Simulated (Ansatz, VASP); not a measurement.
## One calculation of MoS2, two programs

```
S Mo
1.0
     3.12041    0.00000    0.00000
    -1.56020    2.70235    0.00000
     0.00000    0.00000   24.28813
S Mo
4 2
Direct
  0.00000 0.00000 0.30879
  0.33333 0.66667 0.44063
  0.66667 0.33333 0.55937
  0.00000 0.00000 0.69121
  0.66667 0.33333 0.37471
  0.33333 0.66667 0.62529
```

Alike in both runs: task single point; functional PBEsol; k mesh 12 × 12 × 1; occupations gaussian, width 0.1 eV; no spin polarisation.

```csv
,VASP,Ansatz
version,VASP 6.6.1,Ansatz 0.2.0
potentials or method,"VASP PAW PBE potentials, release 64 (S, Mo_sv), cutoff 520 eV","scalar-relativistic, plane waves, PAW"
valence electrons in the cell,52,52
```

```csv
,VASP,Ansatz,Ansatz less VASP
gap on the k mesh at the Fermi level (eV),none,none,-
rms of the force components (eV/Å),0.033,0.032,-0.0005
"work function, face that differs most (eV)",5.12,5.15,+0.025
```

VASP's potentials were made for PBE, not for PBEsol. A gap of «none» marks a metal or a gap that the smearing closes. The functional is the same, so the differences come from potentials, cutoffs and numerics. Ansatz's warnings: xc potential rough in thin density.
